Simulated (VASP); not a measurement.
# Sr2Ir (Fm-3m) in VASP: further runs, part 2 of 2

VASP 6.6.1. The steps go on from the part before.

### 3 Single point, LDA

This run uses another cell than the first one, of 32.36 Å³/atom, 1.030 times its volume.

INCAR

```
PREC = Accurate ; ENCUT = 520
EDIFF = 1E-7 ; ISMEAR = 1
SIGMA = 0.15 ; LREAL = False
LASPH = True ; NELM = 80
ALGO = Normal ; ISIF = 2
LWAVE = False ; LCHARG = True
LELF = True ; LVHAR = True
NBANDS = 22
```

KPOINTS

```
regular mesh
0
Gamma
  7 7 7
```

POSCAR

```
Sr2Ir
1.0
    0.0000000000      3.6479947376      3.6479947376
    3.6479947376      0.0000000000      3.6479947376
    3.6479947376      3.6479947376      0.0000000000
Sr Ir
2 1
Direct
    0.7500000000      0.7500000000      0.7500000000
    0.2500000000      0.2500000000      0.2500000000
    0.0000000000      0.0000000000      0.0000000000
```

Potentials or basis: VASP PAW LDA potentials, release 64 (Sr_sv, Ir).

The run is started by

```
$ cat potpaw_LDA.64/Sr_sv/POTCAR potpaw_LDA.64/Ir/POTCAR > POTCAR
$ mpirun -np 1 vasp_std > vasp.out
```

OUTCAR:

```text
PREC = Accurate
   ENCUT = 520
   EDIFF = 1E-7
   ISMEAR = 1
   LREAL = False
   LASPH = True
   NELM = 80
   ISIF = 2

 ion  position               nearest neighbor table
   1  0.750  0.750  0.750-   3 3.16   3 3.16   3 3.16   3 3.16   2 3.65   2 3.65   2 3.65   2 3.65
                             2 3.65   2 3.65
   2  0.250  0.250  0.250-   3 3.16   3 3.16   3 3.16   3 3.16   1 3.65   1 3.65   1 3.65   1 3.65
                             1 3.65   1 3.65
   3  0.000  0.000  0.000-   1 3.16   2 3.16   1 3.16   1 3.16   1 3.16   2 3.16   2 3.16   2 3.16

  LATTYP: Found a face centered cubic cell.
 ALAT       =     7.2959894752

  Lattice vectors:

 A1 = (   0.0000000000,   3.6479947376,   3.6479947376)
 A2 = (   3.6479947376,   0.0000000000,   3.6479947376)
 A3 = (   3.6479947376,   3.6479947376,   0.0000000000)

Analysis of symmetry for initial positions (statically):
=====================================================================
 Subroutine PRICEL returns:
 Original cell was already a primitive cell.

 Routine SETGRP: Setting up the symmetry group for a
 face centered cubic supercell.

 Subroutine GETGRP returns: Found 48 space group operations
 (whereof 48 operations were pure point group operations)
 out of a pool of 48 trial point group operations.

The static configuration has the point symmetry O_h .

Analysis of symmetry for dynamics (positions and initial velocities):
=====================================================================
 Subroutine PRICEL returns:
 Original cell was already a primitive cell.

 Routine SETGRP: Setting up the symmetry group for a
 face centered cubic supercell.

 Subroutine GETGRP returns: Found 48 space group operations
 (whereof 48 operations were pure point group operations)
 out of a pool of 48 trial point group operations.

The dynamic configuration has the point symmetry O_h .

 Subroutine INISYM returns: Found 48 space group operations
 (whereof 48 operations are pure point group operations),
 and found     1 'primitive' translations

----------------------------------------------------------------------------------------

                                     Primitive cell

  volume of cell :      97.0940

  direct lattice vectors                    reciprocal lattice vectors
     0.000000000  3.647994738  3.647994738    -0.137061601  0.137061601  0.137061601
     3.647994738  0.000000000  3.647994738     0.137061601 -0.137061601  0.137061601
     3.647994738  3.647994738  0.000000000     0.137061601  0.137061601 -0.137061601

  length of vectors
     5.159043633  5.159043633  5.159043633     0.237397657  0.237397657  0.237397657

  position of ions in fractional coordinates (direct lattice)
     0.750000000  0.750000000  0.750000000
     0.250000000  0.250000000  0.250000000
     0.000000000  0.000000000  0.000000000

  ion indices of the primitive-cell ions
   primitive index   ion index
                 1           1
                 2           2
                 3           3

----------------------------------------------------------------------------------------

 KPOINTS: regular mesh

Automatic generation of k-mesh.
 Grid dimensions read from file:
 generate k-points for:    7    7    7

 Generating k-lattice:

  Cartesian coordinates                     Fractional coordinates (reciprocal lattice)
    -0.019580229  0.019580229  0.019580229     0.142857143  0.000000000  0.000000000
     0.019580229 -0.019580229  0.019580229     0.000000000  0.142857143  0.000000000
     0.019580229  0.019580229 -0.019580229     0.000000000  0.000000000  0.142857143

  Length of vectors
     0.033913951  0.033913951  0.033913951

  Shift w.r.t. Gamma in fractional coordinates (k-lattice)
     0.000000000  0.000000000  0.000000000

 Subroutine IBZKPT returns following result:
 ===========================================

 Found     20 irreducible k-points:

 Following reciprocal coordinates:
            Coordinates               Weight
  0.000000  0.000000  0.000000      1.000000
  0.142857  0.000000  0.000000      8.000000
  0.285714  0.000000  0.000000      8.000000
  0.428571  0.000000  0.000000      8.000000
  0.142857  0.142857  0.000000      6.000000
  0.285714  0.142857  0.000000     24.000000
[... 12 lines left out ...]
 -0.428571  0.428571  0.142857     24.000000
 -0.285714  0.428571  0.142857     24.000000
   k-points           NKPTS =     20   k-points in BZ     NKDIM =     20   number of bands    NBANDS=     22
   number of dos      NEDOS =    301   number of ions     NIONS =      3
   total plane-waves  NPLWV =  64000
   dimension x,y,z NGX =    40 NGY =   40 NGZ =   40
   dimension x,y,z NGXF=    80 NGYF=   80 NGZF=   80
   ions per type =               2   1
   NGX,Y,Z   is equivalent  to a cutoff of  12.89, 12.89, 12.89 a.u.
   NGXF,Y,Z  is equivalent  to a cutoff of  25.78, 25.78, 25.78 a.u.
 SYSTEM =  unknown system
   PREC   = accura    normal or accurate (medium, high low for compatibility)
   ISTART =      0    job   : 0-new  1-cont  2-samecut
   ICHARG =      2    charge: 1-file 2-atom 10-const
   ISPIN  =      1    spin polarized calculation?
   LNONCOLLINEAR =      F non collinear calculations
   LSORBIT =      F    spin-orbit coupling
   LASPH  =      T    aspherical Exc in radial PAW
   ENCUT  =  520.0 eV  38.22 Ry    6.18 a.u.   9.59  9.59  9.59*2*pi/ulx,y,z
   NELM   =     80;   NELMIN=  2; NELMDL= -5     # of ELM steps
   EDIFF  = 0.1E-06   stopping-criterion for ELM
   LREAL  =      F    real-space projection
   EDIFFG = 0.1E-05   stopping-criterion for IOM
   NSW    =      0    number of steps for IOM
   IBRION =     -1    ionic relax: 0-MD 1-quasi-New 2-CG
   NFREE  =      0    steps in history (QN), initial steepest desc. (CG)
   ISIF   =      2    stress and relaxation
   ISYM   =      2    0-nonsym 1-usesym 2-fastsym
   POTIM  = 0.5000    time-step for ionic-motion
   TEBEG  =    0.0;   TEEND  =   0.0 temperature during run
   PSTRESS=    0.0 pullay stress
   NELECT =      29.0000    total number of electrons
   NUPDOWN=      -1.0000    fix difference up-down
   EMIN   =  10.00;   EMAX   =-10.00  energy-range for DOS
   EFERMI =   0.00;   METHOD = LEGACY
   ISMEAR =     1;   SIGMA  =   0.15  broadening in eV -4-tet -1-fermi 0-gaus
   EFERMI_NEDOS =   21; number of points for ismear=-14 and -15
   IALGO  =     38    algorithm
   IMIX   =      4    mixing-type and parameters
     AMIX     =   0.40;   BMIX     =  1.00
     AMIX_MAG =   1.60;   BMIX_MAG =  1.00
  volume/ion in A,a.u.               =      32.36       218.41
  Fermi-wavevector in a.u.,A,eV,Ry     =   1.094317  2.067960 16.293392  1.197531
  Thomas-Fermi vector in A             =   2.230620
   LORBIT       =      0    0 simple, 1 ext, 2 COOP (PROOUT), +10 PAW based schemes
   GGA     = CA    functional components
   LHFCALC =     F    Hartree Fock is set to
   AEXX    =    0.0000 exact exchange contribution
   IVDW    =     0    specifies the selected vdW correction
   LEPSILON=     F    determine dielectric tensor
   LRPA    =     F    only Hartree local field effects (RPA)
 non-spin polarized calculation
 Methfessel and Paxton  Order N= 1 SIGMA  =   0.15
  energy-cutoff  :      520.00
  volume of cell :       97.09
 maximum number of plane-waves:      2685
   NGX = 19   NGY = 19   NGZ = 19

 number of electron      29.0000001 magnetization

 Free energy of the ion-electron system (eV)
  ---------------------------------------------------
  ext. energy  EPLUGINS =         0.00000000
  ---------------------------------------------------
  free energy    TOTEN  =       -14.31104586 eV

  energy without entropy =      -14.30813170  energy(sigma->0) =      -14.31007447

 E-fermi :   2.4633     XC(G=0):  -9.2876

 val. band max:        2.4612671239   @ k =  -0.2857   0.1429   0.0000
 cond. band min:       2.4841214540   @ k =   0.2857   0.1429   0.0000
 fundamental gap:      0.0228543301
 Fermi energy:         2.4632873895

 k-point     1 :       0.0000    0.0000    0.0000
  band No.  band energies     occupation
      1     -32.4372      2.00000
      2     -32.3235      2.00000
      3     -14.7470      2.00000
      4     -14.7470      2.00000
      5     -14.7470      2.00000
      6     -14.3626      2.00000
[... 474 lines left out ...]
      6     -14.5122      2.00000
[... 14 lines left out ...]
     21       6.7764      0.00000
     22       7.5922      0.00000

------------------------ aborting loop because EDIFF is reached ----------------------------------------

  FORCE on cell =-STRESS in cart. coord.  units (eV):
  Direction    XX          YY          ZZ          XY          YZ          ZX
  --------------------------------------------------------------------------------------
  -------------------------------------------------------------------------------------
  Total       -2.4685734     -2.4685734     -2.4685734      0.0000000      0.0000000      0.0000000
  in kB      -40.7346528    -40.7346528    -40.7346528      0.0000000      0.0000000      0.0000000
  external PRESSURE =     -40.7346528 kB  Pullay stress =       0.0000000 kB

 VOLUME and BASIS-vectors are now :
 -----------------------------------------------------------------------------
  energy-cutoff  :      520.00
  volume of cell :       97.09
      direct lattice vectors                 reciprocal lattice vectors
     0.000000000  3.647994738  3.647994738    -0.137061601  0.137061601  0.137061601
     3.647994738  0.000000000  3.647994738     0.137061601 -0.137061601  0.137061601
     3.647994738  3.647994738  0.000000000     0.137061601  0.137061601 -0.137061601

 POSITION                                       TOTAL-FORCE (eV/Angst)
 -----------------------------------------------------------------------------------
      5.47199      5.47199      5.47199        -0.000000     -0.000000     -0.000000
      1.82400      1.82400      1.82400         0.000000      0.000000      0.000000
      0.00000      0.00000      0.00000         0.000000     -0.000000     -0.000000
 -----------------------------------------------------------------------------------
    total drift:                               -0.000000     -0.000000      0.000000

  FREE ENERGIE OF THE ION-ELECTRON SYSTEM (eV)
  ---------------------------------------------------
  free  energy   TOTEN  =       -14.3110458637 eV

  energy  without entropy=      -14.3081316973  energy(sigma->0) =      -14.31007447
```

stdout:

```text
POSCAR found type information on POSCAR SrIr
 POSCAR found :  2 types and       3 ions
 scaLAPACK will be used
 LDA part: xc-table for (Slater(with rela. corr.)+CA(PZ))
 , standard interpolation
 POSCAR, INCAR and KPOINTS ok, starting setup
 FFT: planning ... GRIDC
 FFT: planning ... GRID_SOFT
 FFT: planning ... GRID
 WAVECAR not read
 entering main loop
```

Run time: 22 s. Hardware: 1 thread of Intel Xeon 6975P-C (Granite Rapids), shared host; peak memory 0.21 GiB.

Results:

| Quantity | Value |
| --- | --- |
| Free energy | -14.3110 eV |
| Pressure | -4.1 GPa |

Caveat: spin-orbit coupling is left out, which moves the levels of the heavy elements.

### 4 Single point, LDA

This run uses another cell than the first one, of 33.31 Å³/atom, 1.060 times its volume.

INCAR

```
SYSTEM = Sr2Ir
  PREC = Accurate
  ENCUT = 520
  EDIFF = 1E-7
  ISMEAR = 1
  SIGMA = 0.15
  LREAL = .FALSE.
  LASPH = .TRUE.
  NELM = 80
  ALGO = Normal
  ISIF = 2
  LWAVE = .FALSE.
  LCHARG = .FALSE.
  GGA = CA
  NBANDS = 22
```

KPOINTS

```
regular mesh
0
G
  7 7 7
  0 0 0
```

POSCAR

```
Sr2Ir
1.0
    0.0000000000      3.6830737620      3.6830737620
    3.6830737620      0.0000000000      3.6830737620
    3.6830737620      3.6830737620      0.0000000000
Sr Ir
2 1
Direct
    0.7500000000      0.7500000000      0.7500000000
    0.2500000000      0.2500000000      0.2500000000
    0.0000000000      0.0000000000      0.0000000000
```

Potentials or basis: VASP PAW LDA potentials, release 64 (Sr_sv, Ir).

The run is started by

```
$ cat potpaw_LDA.64/Sr_sv/POTCAR potpaw_LDA.64/Ir/POTCAR > POTCAR
$ mpirun -np 1 vasp_std > vasp.out
```

OUTCAR:

```text
SYSTEM = Sr2Ir
   PREC = Accurate
   ENCUT = 520
   EDIFF = 1E-7
   ISMEAR = 1
   LREAL = .FALSE.
   LASPH = .TRUE.
   NELM = 80
   ISIF = 2
   GGA = CA

 ion  position               nearest neighbor table
   1  0.750  0.750  0.750-   3 3.19   3 3.19   3 3.19   3 3.19   2 3.68   2 3.68   2 3.68   2 3.68
                             2 3.68   2 3.68
   2  0.250  0.250  0.250-   3 3.19   3 3.19   3 3.19   3 3.19   1 3.68   1 3.68   1 3.68   1 3.68
                             1 3.68   1 3.68
   3  0.000  0.000  0.000-   1 3.19   2 3.19   1 3.19   1 3.19   1 3.19   2 3.19   2 3.19   2 3.19

  LATTYP: Found a face centered cubic cell.
 ALAT       =     7.3661475240

  Lattice vectors:

 A1 = (   0.0000000000,   3.6830737620,   3.6830737620)
 A2 = (   3.6830737620,   0.0000000000,   3.6830737620)
 A3 = (   3.6830737620,   3.6830737620,   0.0000000000)

Analysis of symmetry for initial positions (statically):
=====================================================================
 Subroutine PRICEL returns:
 Original cell was already a primitive cell.

 Routine SETGRP: Setting up the symmetry group for a
 face centered cubic supercell.

 Subroutine GETGRP returns: Found 48 space group operations
 (whereof 48 operations were pure point group operations)
[... 160 lines left out ...]

 E-fermi :   2.3095     XC(G=0):  -9.1702

 val. band max:        2.3079422855   @ k =   0.4286   0.2857   0.1429
 cond. band min:       2.3474983150   @ k =   0.2857   0.1429   0.0000
 fundamental gap:      0.0395560295
 Fermi energy:         2.3095342110

 k-point     1 :       0.0000    0.0000    0.0000
  band No.  band energies     occupation
      1     -32.6425      2.00000
      2     -32.5416      2.00000
      3     -14.9314      2.00000
      4     -14.9314      2.00000
      5     -14.9314      2.00000
      6     -14.5793      2.00000
[... 489 lines left out ...]
     21       6.5434      0.00000
     22       7.3380      0.00000

------------------------ aborting loop because EDIFF is reached ----------------------------------------

  FORCE on cell =-STRESS in cart. coord.  units (eV):
  Direction    XX          YY          ZZ          XY          YZ          ZX
  --------------------------------------------------------------------------------------
  -------------------------------------------------------------------------------------
  Total       -3.0398129     -3.0398129     -3.0398129      0.0000000     -0.0000000      0.0000000
  in kB      -48.7411970    -48.7411970    -48.7411970      0.0000000     -0.0000000      0.0000000
  external PRESSURE =     -48.7411970 kB  Pullay stress =       0.0000000 kB

 VOLUME and BASIS-vectors are now :
 -----------------------------------------------------------------------------
  energy-cutoff  :      520.00
  volume of cell :       99.92
      direct lattice vectors                 reciprocal lattice vectors
     0.000000000  3.683073762  3.683073762    -0.135756173  0.135756173  0.135756173
     3.683073762  0.000000000  3.683073762     0.135756173 -0.135756173  0.135756173
     3.683073762  3.683073762  0.000000000     0.135756173  0.135756173 -0.135756173

 POSITION                                       TOTAL-FORCE (eV/Angst)
 -----------------------------------------------------------------------------------
      5.52461      5.52461      5.52461         0.000000     -0.000000      0.000000
      1.84154      1.84154      1.84154        -0.000000      0.000000     -0.000000
      0.00000      0.00000      0.00000         0.000000      0.000000     -0.000000
 -----------------------------------------------------------------------------------
    total drift:                               -0.000000     -0.000000      0.000000

  FREE ENERGIE OF THE ION-ELECTRON SYSTEM (eV)
  ---------------------------------------------------
  free  energy   TOTEN  =       -14.2322861344 eV

  energy  without entropy=      -14.2284448673  energy(sigma->0) =      -14.23100571
```

stdout:

```text
POSCAR found type information on POSCAR SrIr
 POSCAR found :  2 types and       3 ions
 scaLAPACK will be used
 LDA part: xc-table for (Slater(with rela. corr.)+CA(PZ))
 , standard interpolation
 POSCAR, INCAR and KPOINTS ok, starting setup
 FFT: planning ... GRIDC
 FFT: planning ... GRID_SOFT
 FFT: planning ... GRID
 WAVECAR not read
 entering main loop
```

Run time: 23 s. Hardware: 1 thread of Intel Xeon 6975P-C (Granite Rapids), shared host; peak memory 0.21 GiB.

What came out:

* Free energy: -14.2323 eV
* Pressure: -4.9 GPa

Levels at points of the mesh, in eV from the Fermi level:
```tsv
k point	band 11	band 12	band 13	band 14	band 15	band 16	band 17	band 18	band 19	band 20
(0.00, 0.00, 0.00)	-1.45	-0.93	-0.93	-0.93	0.75	0.75	0.75	3.09	3.09	4.13
```

Caveat: spin-orbit coupling is left out, which moves the levels of the heavy elements.

### 5 Summary

| cell | gap on the mesh (eV) | pressure (GPa) |
| --- | --- | --- |
| a = 5.108 Å, angles 60.0°, 3 atoms | none | -3.1 |
| a = 5.159 Å, angles 60.0°, 3 atoms | none | -4.1 |
| a = 5.209 Å, angles 60.0°, 3 atoms | none | -4.9 |

Alike in all rows: task single point; level LDA; potentials or basis VASP PAW LDA potentials, release 64 (Sr_sv, Ir); no spin polarisation; k mesh 7 × 7 × 7; cutoff (eV) 520; smearing methfessel-paxton 0.15 eV.

Caveats: spin-orbit coupling is left out, which moves the levels of the heavy elements.

Total energies depend on the potentials used, so only differences within one code and one set of settings carry meaning.
